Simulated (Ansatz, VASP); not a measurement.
# Two plane-wave programs on Al

```
CELL_PARAMETERS angstrom
2.81442 0.00000 0.00000
-1.40721 2.43736 0.00000
0.00000 0.00000 9.24105
ATOMIC_POSITIONS crystal
Al 0.00000 0.00000 0.00000
Al 0.44821 0.89642 0.18940
Al 0.00000 0.00000 0.50000
Al 0.66667 0.33333 0.75000
```

Alike in both runs: task single point; functional PBE; dispersion D3(BJ); k mesh 18 × 18 × 4; occupations gaussian, width 0.15 eV; no spin polarisation.

```csv
,VASP,Ansatz
version,VASP 6.6.1,Ansatz 0.2.0
potentials or method,"VASP PAW PBE potentials, release 64 (Al), cutoff 520 eV","scalar-relativistic, plane waves, PAW"
valence electrons in the cell,12,12
```

|  | VASP | Ansatz | Ansatz less VASP |
| --- | --- | --- | --- |
| gap on the k mesh at the Fermi level (eV) | none | none | - |
| pressure (GPa) | 9.3 | 9.2 | -0.01 |
| traceless stress, the component that is largest in VASP (GPa) | -8.64 | -8.63 | +0.011 |
| rms of the force components (eV/Å) | 2.050 | 2.048 | -0.0017 |

Atom by atom the forces differ by 0.002 eV/Å (rms over components). A gap of «none» marks a metal or a gap that the smearing closes.
